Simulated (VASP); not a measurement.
A run of VASP 6.6.1 is set up as follows.

File INCAR:

```
SYSTEM = EuMg
ALGO = Normal ; EDIFF = 1E-6
ENCUT = 600 ; GGA = CA
GGA_COMPAT = .FALSE. ; ISIF = 2
ISMEAR = -1 ; ISPIN = 2
LASPH = .TRUE. ; LCHARG = .TRUE.
LELF = .TRUE. ; LMAXMIX = 6
LORBIT = 11 ; LREAL = .FALSE.
LVHAR = .TRUE. ; LWAVE = .FALSE.
MAGMOM = 7 0 ; NBANDS = 20
NELM = 200 ; PREC = Accurate
SIGMA = 0.05
```

File KPOINTS:

```
k-points
0
G
  6 6 6
  0 0 0
```

File POSCAR:

```
EuMg
1.0
    4.0413327600      0.0000000000      0.0000000000
    0.0000000000      4.0413327600      0.0000000000
    0.0000000000      0.0000000000      4.0413327600
Eu Mg
1 1
Direct
    0.5000000000      0.5000000000      0.5000000000
    0.0000000000      0.0000000000      0.0000000000
```

Potentials or basis: VASP PAW PBE potentials, release 64 (Eu, Mg).

Run with:

```bash
$ cat potpaw_PBE.64/Eu/POTCAR potpaw_PBE.64/Mg/POTCAR > POTCAR
$ mpirun -np 1 vasp_std > vasp.out
```

Problem. Estimate the site moments.

Solution. Eu +6.62; Mg +0.00 μB.

Problem. Predict the net moment.

Solution. 7.09 μB per cell.

 The state reached can hang on the start; a lower one may exist.
